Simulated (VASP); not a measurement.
Crystal: NaWF3.

```xyz
5
Lattice="4.3230 0.0000 0.0000 0.0000 4.3230 0.0000 0.0000 0.0000 4.3230" Properties=species:S:1:pos:R:3 pbc="T T T"
Na    2.1615    2.1615    2.1615
W     0.0000    0.0000    0.0000
F     0.0000    2.1615    2.1615
F     2.1615    0.0000    2.1615
F     2.1615    2.1615    0.0000
```

The cell was built from a structure type or drawn by symmetry, and may not be a known phase.

| Item | Value |
| --- | --- |
| Program | VASP 6.6.1 |
| Task | relaxation of cell and atoms |
| Functional | PBE |
| Potentials or basis | VASP PAW PBE potentials, release 64 (Na_pv, W_sv, F) |
| Cutoff | 600 eV |
| k mesh | 4 × 4 × 4 |
| Occupations | gaussian, width 0.1 eV |
| Spin | collinear spin |
| Starting moments | [0.0, 3.36, 0.01, 0.01, 0.01] μB |

At the start: pressure -8.6 GPa; volume 16.16 Å³/atom.

Task: How do energy, volume and symmetry change on relaxing?

Result: Over 3 steps the energy falls by 88.9 meV/atom and the volume is 13.47 Å³/atom (-16.6 %); space group Pm-3m (No. 221, to 0.1 Å) before and after; moment 4.00 μB per cell.

The path:
| step | energy change (eV) | largest force (eV/Å) | pressure (GPa) | volume (Å³) |
| --- | --- | --- | --- | --- |
| 1 | 0.0000 | 0.0000 | -8.59 | 80.79 |
| 2 | -0.3956 | 0.0000 | -3.72 | 71.07 |
| 3 | -0.4447 | 0.0000 | -0.32 | 67.34 |

Final structure:
```xyz
5
Lattice="4.0685 0.0000 0.0000 0.0000 4.0685 0.0000 0.0000 0.0000 4.0685" Properties=species:S:1:pos:R:3 pbc="T T T"
Na    2.0342    2.0342    2.0342
W     0.0000    0.0000    0.0000
F     0.0000    2.0342    2.0342
F     2.0342    0.0000    2.0342
F     2.0342    2.0342    0.0000
```

Caveat: the k points lie up to 0.39 Å⁻¹ apart in the final cell, too coarse for converged energies and pressures of a metal; the volume moved by over 15 % at a fixed basis, so the end points are rough.
